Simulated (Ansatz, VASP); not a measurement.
## Hg: VASP beside Ansatz

Contents of INCAR:

```
SYSTEM = Hg
ALGO = Normal ; EDIFF = 1E-6
ENCUT = 520 ; ISIF = 2
ISMEAR = -1 ; LASPH = .True.
LCHARG = .False. ; LREAL = .False.
LWAVE = .False. ; NBANDS = 12
NELM = 60 ; PREC = Accurate
SIGMA = 0.03
```

File KPOINTS:

```
k-points
0
Gamma
  12 12 12
  0 0 0
```

The input POSCAR:

```
Hg
1.0
    1.6946844141      0.9784265027      2.1883953669
   -1.6946844141      0.9784265027      2.1883953669
    0.0000000000     -1.9568530053      2.1883953669
Hg
1
Direct
    0.0000000000      0.0000000000      0.0000000000
```

Input for Ansatz:

```yaml
crystal:
  lattice:
    - [1.6946844141, 0.9784265027, 2.1883953669]
    - [-1.6946844141, 0.9784265027, 2.1883953669]
    - [0.0, -1.9568530053, 2.1883953669]
  atoms:
    - { symbol: Hg, position: [0.0, 0.0, 0.0] }
kpoints:
  mp_grid: { grid: [12, 12, 12] }
  band_path:
    path:
      - [0.0, 0.0, 0.0]
      - [0.5, 0.5, 0.5]
      - [0.7000691066, 0.2999308934, 0.5]
      - [0.5, -0.2999308934, 0.2999308934]
      - [0.5, 0.0, 0.0]
      - [0.0, 0.0, 0.0]
      - [0.3999654467, -0.3999654467, 0.0]
      - [0.6000345533, 0.0, 0.3999654467]
      - [0.5, 0.0, 0.5]
    npoints: 5
scf:
  occupations: { method: fermi_dirac, width: 0.03 }
hamiltonian:
  xc: lda
  pseudopotentials: { kind: all_electron, lapw: { basis_error: 0.0005 } }
output:
  forces: true
  stress: true
  eigenvalues: true
```

Change from the starting cell: volume scaled by 0.94.

Alike in both runs: task single point; functional LDA; k mesh 12 × 12 × 12; occupations fermi-dirac, width 0.03 eV; no spin polarisation.

```csv
,VASP,Ansatz
version,VASP 6.6.1,Ansatz 0.2.0
potentials or method,"VASP PAW LDA potentials, release 64 (Hg), cutoff 520 eV","all-electron LAPW, scalar-relativistic"
```

Ansatz gave:

| Property | Result |
| --- | --- |
| pressure (GPa) | 1.8 |
| traceless stress, the component that is largest in VASP (GPa) | 0.23 |

Problem. What did VASP give for the same quantities?

Solution. Pressure (GPa): 2.6; traceless stress, the component that is largest in VASP (GPa): 0.62.

LDA's correlation is that of Perdew and Zunger in VASP and of Perdew and Wang (1992) in Ansatz. Ansatz ran all-electron here, and VASP with PAW potentials.

Spin-orbit coupling is off throughout.
